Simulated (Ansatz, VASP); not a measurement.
CaO: VASP beside Ansatz

```
Ca O
1.0
    -0.01192    2.37762    2.37762
     2.37762   -0.01192    2.37762
     2.37762    2.37762   -0.01192
Ca O
1 1
Direct
  0.00000 0.00000 0.00000
  0.50000 0.50000 0.50000
```

Change from the starting cell: equal xy, yz and zx engineering shears of -0.5 %.

Alike in both runs: functional PBEsol; k mesh 10 × 10 × 10; no spin polarisation.

Ansatz relaxed the structure, and its values are those at the end. VASP's run is a single point on that final structure, the one shown.

```csv
,VASP,Ansatz
version,VASP 6.6.1,Ansatz 0.2.0
potentials or method,"VASP PAW PBE potentials, release 64 (Ca_sv, O), cutoff 520 eV","all-electron LAPW, scalar-relativistic"
occupations,"gaussian, width 0.01 eV",fixed
```

```csv
,VASP,Ansatz,Ansatz less VASP
gap on the k mesh at the Fermi level (eV),3.50,3.52,+0.019
pressure (GPa),0.6,0.0,-0.60
```

VASP's potentials were made for PBE, not for PBEsol. Ansatz ran all-electron here, and VASP with PAW potentials.
